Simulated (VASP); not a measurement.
Input of a VASP 6.6.1 run:

File INCAR:

```
SYSTEM = MgAl2Sb2
ALGO = Normal
EDIFF = 1E-6
ENCUT = 520
GGA = PE
ISIF = 2
ISMEAR = -1
LASPH = .True.
LCHARG = .False.
LREAL = .False.
LWAVE = .False.
NBANDS = 17
NELM = 80
PREC = Accurate
SIGMA = 0.1
```

The input KPOINTS:

```
k-points
0
Gamma
  6 6 4
  0 0 0
```

File POSCAR:

```
MgAl2Sb2
1.0
    4.6038400000      0.0000000000      0.0000000000
   -2.3019200000      3.9870400000      0.0000000000
    0.0000000000      0.0000000000      7.0863200000
Mg Al Sb
1 2 2
Direct
    0.0000000000      0.0000000000      0.0000000000
    0.6666666667      0.3333333333      0.3707900000
    0.3333333333      0.6666666667      0.6292100000
    0.6666666667      0.3333333333      0.7696900000
    0.3333333333      0.6666666667      0.2303100000
```

Potentials or basis: VASP PAW PBE potentials, release 64 (Mg, Al, Sb).

Run with:

```bash
$ cat potpaw_PBE.64/Mg/POTCAR potpaw_PBE.64/Al/POTCAR potpaw_PBE.64/Sb/POTCAR > POTCAR
$ mpirun -np 1 vasp_std > vasp.out
```

(1) Predict the band gap on the k mesh.

(2) What does it give for the pressure?

Answers

(1) zero (band 9 reaches 6.13 eV, above the bottom of band 10 at 5.12 eV).

(2) 0.1 GPa.

Caveat: spin-orbit coupling is left out, which moves the levels of the heavy elements.
